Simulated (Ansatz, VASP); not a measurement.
Two plane-wave programs on TiTe2

POSCAR

```
TiTe2
1.0
    3.7903816133      0.0000000000      0.0000000000
   -1.8951908066      3.2825667672      0.0000000000
    0.0000000000      0.0000000000      6.5558879230
Ti Te
1 2
Direct
    0.0000000000      0.0000000000      0.0000000000
    0.6666666667      0.3333333333      0.2577957674
    0.3333333333      0.6666666667      0.7422042326
```

File INCAR.step1:

```
SYSTEM = TiTe2
ALGO     = Normal         ! electronic algorithm
EDIFF    = 1E-4           ! SCF threshold, eV
ENCUT    = 520            ! plane-wave cutoff, eV
GGA      = PE             ! functional
ISMEAR   = -1             ! smearing method
LASPH    = .TRUE.         ! aspherical terms in the spheres
LCHARG   = .FALSE.        ! write CHGCAR
LREAL    = .FALSE.        ! projectors in reciprocal space
LWAVE    = .TRUE.         ! write WAVECAR
NBANDS   = 19             ! bands
NELM     = 60             ! most SCF steps
PREC     = Accurate       ! precision mode
SIGMA    = 0.02           ! smearing width, eV
```

File INCAR.step2:

```
SYSTEM = TiTe2
ALGO     = Normal         ! electronic algorithm
EDIFF    = 1E-6           ! SCF threshold, eV
ENCUT    = 520            ! plane-wave cutoff, eV
ISIF     = 2              ! what is computed and relaxed
ISMEAR   = -1             ! smearing method
ISTART   = 1            
LASPH    = .TRUE.         ! aspherical terms in the spheres
LCHARG   = .FALSE.        ! write CHGCAR
LMIXTAU  = .TRUE.       
LREAL    = .FALSE.        ! projectors in reciprocal space
LWAVE    = .FALSE.        ! write WAVECAR
METAGGA  = R2SCAN         ! meta-GGA
NBANDS   = 19             ! bands
NELM     = 60             ! most SCF steps
PREC     = Accurate       ! precision mode
SIGMA    = 0.02           ! smearing width, eV
```

Contents of KPOINTS:

```
k-points
0
G
  12 12 4
  0 0 0
```

Input for Ansatz:

```yaml
crystal:
  lattice:
    - [3.7903816133, 0.0, 0.0]
    - [-1.8951908066, 3.2825667672, 0.0]
    - [0.0, 0.0, 6.555887923]
  atoms:
    - { symbol: Ti, position: [0.0, 0.0, 0.0] }
    - { symbol: Te, position: [0.6666666667, 0.3333333333, 0.2577957674] }
    - { symbol: Te, position: [0.3333333333, 0.6666666667, 0.7422042326] }
kpoints:
  mp_grid: { grid: [12, 12, 4] }
  band_path:
    path:
      - [0.0, 0.0, 0.0]
      - [0.5, 0.0, 0.0]
      - [0.3333333333, 0.3333333333, 0.0]
      - [0.0, 0.0, 0.5]
      - [0.5, 0.0, 0.5]
      - [0.3333333333, 0.3333333333, 0.5]
      - [0.0666666667, 0.0666666667, 0.0]
    npoints: 1
hamiltonian:
  xc: r2scan
scf:
  occupations: { method: fermi_dirac, width: 0.02 }
  n_extra_bands: 4
output:
  forces: true
  stress: true
  eigenvalues: true
  write_density: true
  write_potential: true
  elf: true
  volumetric_format: npy
```

Alike in both runs: task single point; functional r2SCAN; k mesh 12 × 12 × 4; occupations fermi-dirac, width 0.02 eV; no spin polarisation.

|  | VASP | Ansatz |
| --- | --- | --- |
| version | VASP 6.6.1 | Ansatz 0.2.0 |
| potentials or method | VASP PAW PBE potentials, release 64 (Ti_sv, Te) | plane waves, PAW |
| plane-wave cutoff (eV) | 520 | 500 |
| valence electrons in the cell | 24 | 44 |

```csv
,VASP,Ansatz,Ansatz less VASP
pressure (GPa),1.1,1.0,-0.11
rms of the force components (eV/Å),0.005,0.014,+0.0087
```

VASP's potentials were made for PBE, not for r2SCAN. Atom by atom the forces differ by 0.009 eV/Å (rms over components). With one functional, cell and mesh, what is left measures potentials, basis and numerics. VASP's potentials hold 24 valence electrons a cell and Ansatz's 44, so a difference there can come from the potentials and not from the codes.

Neither program's run includes spin-orbit coupling.
